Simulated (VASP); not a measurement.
Set up this calculation in VASP 6.6.1, as the native input.

| Quantity | Value |
| --- | --- |
| Task | single point |
| Functional | PBE |
| Potentials or basis | VASP PAW PBE potentials, release 64 (Mn_pv) |
| Cutoff | 520 eV |
| k mesh | 15 × 15 × 8 |
| Occupations | gaussian, width 0.05 eV |
| Spin | no spin polarisation |
| Dipole correction | no |
| Further INCAR settings | ALGO = Normal; EDIFF = 1e-06; NBANDS = 20 |

The structure of Mn lies in POSCAR:

```
Mn
1.0
    2.4836457705      0.0000000000      0.0000000000
   -1.2418228852      2.1509003313      0.0000000000
    0.0000000000      0.0000000000      4.0261950000
Mn
2
Direct
    0.6666666700      0.3333333300      0.7500000000
    0.3333333300      0.6666666700      0.2500000000
```

The input as run:

INCAR

```
SYSTEM = Mn
ALGO     = Normal         ! electronic algorithm
EDIFF    = 1E-6           ! SCF threshold, eV
ENCUT    = 520            ! plane-wave cutoff, eV
GGA      = PE             ! functional
ISIF     = 2              ! what is computed and relaxed
ISMEAR   = 0              ! smearing method
LASPH    = .True.         ! aspherical terms in the spheres
LCHARG   = .True.         ! write CHGCAR
LELF     = .True.         ! ELF
LREAL    = .False.        ! projectors in reciprocal space
LVHAR    = .True.       
LWAVE    = .False.        ! write WAVECAR
NBANDS   = 20             ! bands
NELM     = 80             ! most SCF steps
PREC     = Accurate       ! precision mode
SIGMA    = 0.05           ! smearing width, eV
```

KPOINTS

```
k-points
0
Gamma
  15 15 8
  0 0 0
```

Potentials or basis: VASP PAW PBE potentials, release 64 (Mn_pv).

Launch:

```console
$ cat potpaw_PBE.64/Mn_pv/POTCAR > POTCAR
$ mpirun -np 1 vasp_std > vasp.out
```

It gave:

```json
{"Pressure": "-1.4 GPa", "Band gap on the k mesh": "zero (band 13 reaches 11.23 eV, above the bottom of band 14 at 9.33 eV)"}
```

Caveat: the run has no spin polarisation, though such a crystal can be magnetic.

It took 46 s on 1 thread of AMD EPYC 7R13, with other jobs on the host, peak memory 0.13 GiB.
